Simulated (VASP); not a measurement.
# Rb (Im-3m) in VASP: single point with r2SCAN

Aim: the single point of Rb with r2SCAN.

Everything below comes from runs of VASP 6.6.1. Logs are shortened: lines on timing, memory, paths and dates and some standing lists are left out, and cuts for length are marked.

## 1. The cell of the first run

Symmetry: Im-3m, No. 229, cubic system. Conventional cell: a = 5.612 Å, b = 5.612 Å, c = 5.612 Å, α = 90.00°, β = 90.00°, γ = 90.00°.

## 2. Single point, r2SCAN

POSCAR

```
Rb
1.0
   -2.8060000000      2.8060000000      2.8060000000
    2.8060000000     -2.8060000000      2.8060000000
    2.8060000000      2.8060000000     -2.8060000000
Rb
1
Direct
    0.0000000000      0.0000000000      0.0000000000
```

INCAR.step1

```
SYSTEM = Rb
  ALGO = Normal
  EDIFF = 1E-4
  ENCUT = 520
  GGA = PE
  ISMEAR = 0
  LASPH = .True.
  LCHARG = .False.
  LREAL = .False.
  LWAVE = .True.
  NBANDS = 10
  NELM = 60
  PREC = Accurate
  SIGMA = 0.1
```

INCAR.step2

```
SYSTEM = Rb
  ALGO = Normal
  EDIFF = 1E-6
  ENCUT = 520
  ISIF = 2
  ISMEAR = 0
  ISTART = 1
  LASPH = .True.
  LCHARG = .False.
  LMIXTAU = .True.
  LREAL = .False.
  LWAVE = .False.
  METAGGA = R2SCAN
  NBANDS = 10
  NELM = 60
  PREC = Accurate
  SIGMA = 0.1
```

KPOINTS

```
k-points
0
Gamma
  4 4 4
  0 0 0
```

Potentials or basis: VASP PAW PBE potentials, release 64 (Rb_sv).

The run is started by

```bash
$ cat potpaw_PBE.64/Rb_sv/POTCAR > POTCAR
$ cp INCAR.step1 INCAR
$ mpirun -np 1 vasp_std > vasp.out
$ cp INCAR.step2 INCAR
$ mpirun -np 1 vasp_std > vasp.out
```

OUTCAR:

```text
SYSTEM = Rb
   EDIFF = 1E-6
   ENCUT = 520
   ISIF = 2
   ISMEAR = 0
   ISTART = 1
   LASPH = .True.
   LREAL = .False.
   METAGGA = R2SCAN
   NELM = 60
   PREC = Accurate

 ion  position               nearest neighbor table
   1  0.000  0.000  0.000-

  LATTYP: Found a body centered cubic cell.
 ALAT       =     5.6120000000

  Lattice vectors:

 A1 = (  -2.8060000000,   2.8060000000,   2.8060000000)
 A2 = (   2.8060000000,  -2.8060000000,   2.8060000000)
 A3 = (   2.8060000000,   2.8060000000,  -2.8060000000)

Analysis of symmetry for initial positions (statically):
=====================================================================
 Subroutine PRICEL returns:
 Original cell was already a primitive cell.

 Routine SETGRP: Setting up the symmetry group for a
 body centered cubic supercell.

 Subroutine GETGRP returns: Found 48 space group operations
 (whereof 48 operations were pure point group operations)
 out of a pool of 48 trial point group operations.

The static configuration has the point symmetry O_h .

Analysis of symmetry for dynamics (positions and initial velocities):
=====================================================================
 Subroutine PRICEL returns:
 Original cell was already a primitive cell.

 Routine SETGRP: Setting up the symmetry group for a
 body centered cubic supercell.

 Subroutine GETGRP returns: Found 48 space group operations
 (whereof 48 operations were pure point group operations)
 out of a pool of 48 trial point group operations.

The dynamic configuration has the point symmetry O_h .

 Subroutine INISYM returns: Found 48 space group operations
 (whereof 48 operations are pure point group operations),
 and found     1 'primitive' translations

----------------------------------------------------------------------------------------

                                     Primitive cell

  volume of cell :      88.3737

  direct lattice vectors                    reciprocal lattice vectors
    -2.806000000  2.806000000  2.806000000     0.000000000  0.178189594  0.178189594
     2.806000000 -2.806000000  2.806000000     0.178189594  0.000000000  0.178189594
     2.806000000  2.806000000 -2.806000000     0.178189594  0.178189594  0.000000000

  length of vectors
     4.860134566  4.860134566  4.860134566     0.251998140  0.251998140  0.251998140

  position of ions in fractional coordinates (direct lattice)
     0.000000000  0.000000000  0.000000000

  ion indices of the primitive-cell ions
   primitive index   ion index
                 1           1

----------------------------------------------------------------------------------------

 KPOINTS: k-points

Automatic generation of k-mesh.
 Grid dimensions read from file:
 generate k-points for:    4    4    4

 Generating k-lattice:

  Cartesian coordinates                     Fractional coordinates (reciprocal lattice)
     0.000000000  0.044547398  0.044547398     0.250000000  0.000000000  0.000000000
     0.044547398  0.000000000  0.044547398     0.000000000  0.250000000  0.000000000
     0.044547398  0.044547398  0.000000000     0.000000000  0.000000000  0.250000000

  Length of vectors
     0.062999535  0.062999535  0.062999535

  Shift w.r.t. Gamma in fractional coordinates (k-lattice)
     0.000000000  0.000000000  0.000000000

 Subroutine IBZKPT returns following result:
 ===========================================

 Found      8 irreducible k-points:

 Following reciprocal coordinates:
            Coordinates               Weight
  0.000000  0.000000  0.000000      1.000000
  0.250000  0.000000  0.000000     12.000000
  0.500000  0.000000  0.000000      6.000000
  0.250000  0.250000  0.000000     24.000000
  0.250000  0.250000  0.250000      2.000000
 -0.250000  0.250000  0.250000      6.000000
  0.500000  0.500000  0.250000     12.000000
  0.500000  0.500000  0.500000      1.000000
   k-points           NKPTS =      8   k-points in BZ     NKDIM =      8   number of bands    NBANDS=     10
   number of dos      NEDOS =    301   number of ions     NIONS =      1
   total plane-waves  NPLWV =  46656
   dimension x,y,z NGX =    36 NGY =   36 NGZ =   36
   dimension x,y,z NGXF=    72 NGYF=   72 NGZF=   72
   ions per type =               1
   NGX,Y,Z   is equivalent  to a cutoff of  12.31, 12.31, 12.31 a.u.
   NGXF,Y,Z  is equivalent  to a cutoff of  24.63, 24.63, 24.63 a.u.
 SYSTEM =  Rb
   PREC   = accura    normal or accurate (medium, high low for compatibility)
   ISTART =      1    job   : 0-new  1-cont  2-samecut
   ICHARG =      0    charge: 1-file 2-atom 10-const
   ISPIN  =      1    spin polarized calculation?
   LNONCOLLINEAR =      F non collinear calculations
   LSORBIT =      F    spin-orbit coupling
   LASPH  =      T    aspherical Exc in radial PAW
   ENCUT  =  520.0 eV  38.22 Ry    6.18 a.u.   9.04  9.04  9.04*2*pi/ulx,y,z
   NELM   =     60;   NELMIN=  2; NELMDL=  0     # of ELM steps
   EDIFF  = 0.1E-05   stopping-criterion for ELM
   LREAL  =      F    real-space projection
   EDIFFG = 0.1E-04   stopping-criterion for IOM
   NSW    =      0    number of steps for IOM
   IBRION =     -1    ionic relax: 0-MD 1-quasi-New 2-CG
   NFREE  =      0    steps in history (QN), initial steepest desc. (CG)
   ISIF   =      2    stress and relaxation
   ISYM   =      2    0-nonsym 1-usesym 2-fastsym
   POTIM  = 0.5000    time-step for ionic-motion
   TEBEG  =    0.0;   TEEND  =   0.0 temperature during run
   PSTRESS=    0.0 pullay stress
   NELECT =       9.0000    total number of electrons
   NUPDOWN=      -1.0000    fix difference up-down
   EMIN   =  10.00;   EMAX   =-10.00  energy-range for DOS
   EFERMI =   0.00;   METHOD = LEGACY
   ISMEAR =     0;   SIGMA  =   0.10  broadening in eV -4-tet -1-fermi 0-gaus
   EFERMI_NEDOS =   21; number of points for ismear=-14 and -15
   IALGO  =     38    algorithm
   IMIX   =      4    mixing-type and parameters
     AMIX     =   0.40;   BMIX     =  1.00
     AMIX_MAG =   1.60;   BMIX_MAG =  1.00
  volume/ion in A,a.u.               =      88.37       596.38
  Fermi-wavevector in a.u.,A,eV,Ry     =   0.764507  1.444708  7.952205  0.584471
  Thomas-Fermi vector in A             =   1.864423
   LORBIT       =      0    0 simple, 1 ext, 2 COOP (PROOUT), +10 PAW based schemes
   METAGGA = R2SCAN    functional components
   LHFCALC =     F    Hartree Fock is set to
   AEXX    =    0.0000 exact exchange contribution
   IVDW    =     0    specifies the selected vdW correction
   LEPSILON=     F    determine dielectric tensor
   LRPA    =     F    only Hartree local field effects (RPA)
 non-spin polarized calculation
 Gauss-broadening in eV      SIGMA  =   0.10
  energy-cutoff  :      520.00
  volume of cell :       88.37
 maximum number of plane-waves:      2391
   NGX = 19   NGY = 19   NGZ = 19

 number of electron       9.0000000 magnetization

 Free energy of the ion-electron system (eV)
  ---------------------------------------------------
  ext. energy  EPLUGINS =         0.00000000
  ---------------------------------------------------
  free energy    TOTEN  =       -13.85855224 eV

  energy without entropy =      -13.83751061  energy(sigma->0) =      -13.84803143

 E-fermi :   0.1299     XC(G=0):  -5.7941

 val. band max:        0.1225258909   @ k =   0.2500   0.2500   0.0000
 cond. band min:       0.4820932964   @ k =   0.5000   0.0000   0.0000
 fundamental gap:      0.3595674056
 Fermi energy:         0.1299245793

 k-point     1 :       0.0000    0.0000    0.0000
  band No.  band energies     occupation
      1     -29.9242      2.00000
      2     -13.4113      2.00000
      3     -13.4113      2.00000
      4     -13.4113      2.00000
      5      -1.9879      2.00000
      6       4.2814      0.00000
      7       4.2814      0.00000
      8       4.2814      0.00000
      9       5.2722      0.00000
     10       5.2722      0.00000

 k-point     2 :       0.2500    0.0000    0.0000
  band No.  band energies     occupation
      1     -29.9216      2.00000
      2     -13.4661      2.00000
      3     -13.4287      2.00000
      4     -13.4115      2.00000
      5      -1.2191      2.00000
      6       2.8355      0.00000
      7       3.5042      0.00000
      8       5.0061      0.00000
      9       5.0957      0.00000
     10       5.1294      0.00000

 k-point     3 :       0.5000    0.0000    0.0000
  band No.  band energies     occupation
      1     -29.9190      2.00000
      2     -13.5193      2.00000
      3     -13.4460      2.00000
      4     -13.4117      2.00000
      5       0.4821      0.00000
      6       0.8776      0.00000
      7       3.0170      0.00000
      8       4.9968      0.00000
      9       5.7239      0.00000
     10       5.9683      0.00000

 k-point     4 :       0.2500    0.2500    0.0000
  band No.  band energies     occupation
      1     -29.9190      2.00000
      2     -13.4992      2.00000
      3     -13.4558      2.00000
      4     -13.4223      2.00000
      5       0.1225      1.08333
      6       1.8246      0.00000
      7       2.3686      0.00000
      8       4.9754      0.00000
      9       5.0829      0.00000
     10       5.9997      0.00000

 k-point     5 :       0.2500    0.2500    0.2500
  band No.  band energies     occupation
      1     -29.9187      2.00000
      2     -13.4641      2.00000
      3     -13.4641      2.00000
      4     -13.4641      2.00000
      5       1.4936      0.00000
      6       1.4936      0.00000
      7       1.4936      0.00000
      8       3.4312      0.00000
      9       6.0926      0.00000
     10       6.0926      0.00000

 k-point     6 :      -0.2500    0.2500    0.2500
  band No.  band energies     occupation
      1     -29.9193      2.00000
      2     -13.4680      2.00000
      3     -13.4476      2.00000
      4     -13.4476      2.00000
      5      -0.5193      2.00000
      6       2.6314      0.00000
      7       3.5260      0.00000
      8       3.5260      0.00000
      9       5.1677      0.00000
     10       5.2208      0.00000

 k-point     7 :       0.5000    0.5000    0.2500
  band No.  band energies     occupation
      1     -29.9170      2.00000
      2     -13.5029      2.00000
      3     -13.4663      2.00000
      4     -13.4495      2.00000
      5       1.0803      0.00000
      6       1.1553      0.00000
      7       3.1712      0.00000
      8       3.3701      0.00000
      9       4.8666      0.00000
     10       6.6816      0.00000

 k-point     8 :       0.5000    0.5000    0.5000
  band No.  band energies     occupation
      1     -29.9150      2.00000
      2     -13.4865      2.00000
      3     -13.4865      2.00000
      4     -13.4865      2.00000
      5       1.4234      0.00000
      6       1.4234      0.00000
      7       3.7482      0.00000
      8       3.7482      0.00000
      9       3.7482      0.00000
     10       5.9557      0.00000

------------------------ aborting loop because EDIFF is reached ----------------------------------------

  FORCE on cell =-STRESS in cart. coord.  units (eV):
  Direction    XX          YY          ZZ          XY          YZ          ZX
  --------------------------------------------------------------------------------------
  -------------------------------------------------------------------------------------
  Total        0.1653371      0.1653371      0.1653371     -0.0000000      0.0000000     -0.0000000
  in kB        2.9974907      2.9974907      2.9974907     -0.0000000      0.0000000     -0.0000000
  external PRESSURE =       2.9974907 kB  Pullay stress =       0.0000000 kB

 VOLUME and BASIS-vectors are now :
 -----------------------------------------------------------------------------
  energy-cutoff  :      520.00
  volume of cell :       88.37
      direct lattice vectors                 reciprocal lattice vectors
    -2.806000000  2.806000000  2.806000000     0.000000000  0.178189594  0.178189594
     2.806000000 -2.806000000  2.806000000     0.178189594  0.000000000  0.178189594
     2.806000000  2.806000000 -2.806000000     0.178189594  0.178189594  0.000000000

 POSITION                                       TOTAL-FORCE (eV/Angst)
 -----------------------------------------------------------------------------------
      0.00000      0.00000      0.00000         0.000000     -0.000000      0.000000
 -----------------------------------------------------------------------------------
    total drift:                               -0.000000      0.000000      0.000000

  FREE ENERGIE OF THE ION-ELECTRON SYSTEM (eV)
  ---------------------------------------------------
  free  energy   TOTEN  =       -13.8585522420 eV

  energy  without entropy=      -13.8375106098  energy(sigma->0) =      -13.84803143
```

Run time: 65 s. Hardware: 1 thread of Intel Xeon 8259CL, shared host; peak memory 0.21 GiB.

Results:

```
Free energy : -13.8586 eV
Pressure    : 0.3 GPa
```

Caveat: the k points lie up to 0.40 Å⁻¹ apart; the PAW data sets were made with another functional, which shifts forces and pressure a little.
